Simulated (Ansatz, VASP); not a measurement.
Two plane-wave programs on SnO2

Contents of INCAR:

```
SYSTEM = SnO2
PREC     = Accurate       ! precision mode
ENCUT    = 520            ! plane-wave cutoff, eV
EDIFF    = 1E-6           ! SCF threshold, eV
ISMEAR   = 0              ! smearing method
SIGMA    = 0.05           ! smearing width, eV
LREAL    = .False.        ! projectors in reciprocal space
LASPH    = .True.         ! aspherical terms in the spheres
NELM     = 100            ! most SCF steps
ALGO     = Normal         ! electronic algorithm
ISIF     = 2              ! what is computed and relaxed
LWAVE    = .False.        ! write WAVECAR
LCHARG   = .False.        ! write CHGCAR
GGA      = PE             ! functional
NBANDS   = 20             ! bands
```

Contents of KPOINTS:

```
regular mesh
0
Gamma
  12 12 12
  0 0 0
```

The input POSCAR:

```
SnO2
1.0
    1.6022668400      0.9250691914      4.8741482374
   -1.6022668400      0.9250691914      4.8741482374
    0.0000000000     -1.8501383828      4.8741482374
Sn O
1 2
Direct
    0.5000000000      0.5000000000      0.5000000000
    0.2176001231      0.2176001231      0.2176001231
    0.7823998769      0.7823998769      0.7823998769
```

Input for Ansatz:

```yaml
crystal:
  lattice:
    - [1.60226684, 0.9250691914, 4.8741482374]
    - [-1.60226684, 0.9250691914, 4.8741482374]
    - [0.0, -1.8501383828, 4.8741482374]
  atoms:
    - { symbol: Sn, position: [0.5, 0.5, 0.5] }
    - { symbol: O, position: [0.2176001231, 0.2176001231, 0.2176001231] }
    - { symbol: O, position: [0.7823998769, 0.7823998769, 0.7823998769] }
basis:
  ecutwfc: 520.0
kpoints:
  mp_grid: { grid: [12, 12, 12] }
hamiltonian:
  xc: pbe
  pseudopotentials: { kind: paw, azcp: { folder: soft_1 } }
scf:
  occupations: { method: gaussian, width: 0.05 }
output:
  forces: true
  stress: true
  eigenvalues: true
```

Alike in both runs: task single point; functional PBE; k mesh 12 × 12 × 12; occupations gaussian, width 0.05 eV; no spin polarisation.

|  | VASP | Ansatz |
| --- | --- | --- |
| version | VASP 6.6.1 | Ansatz 0.2.0 |
| potentials or method | VASP PAW PBE potentials, release 64 (Sn_d, O), cutoff 520 eV | scalar-relativistic, plane waves, PAW |
| valence electrons in the cell | 26 | 26 |

```tsv
	VASP	Ansatz	Ansatz less VASP
gap on the k mesh at the Fermi level (eV)	2.54	2.55	+0.008
least direct gap on the mesh (eV)	3.82	3.82	-0.003
rms of the force components (eV/Å)	2.082	2.047	-0.0348
```

Atom by atom the forces differ by 0.035 eV/Å (rms over components).
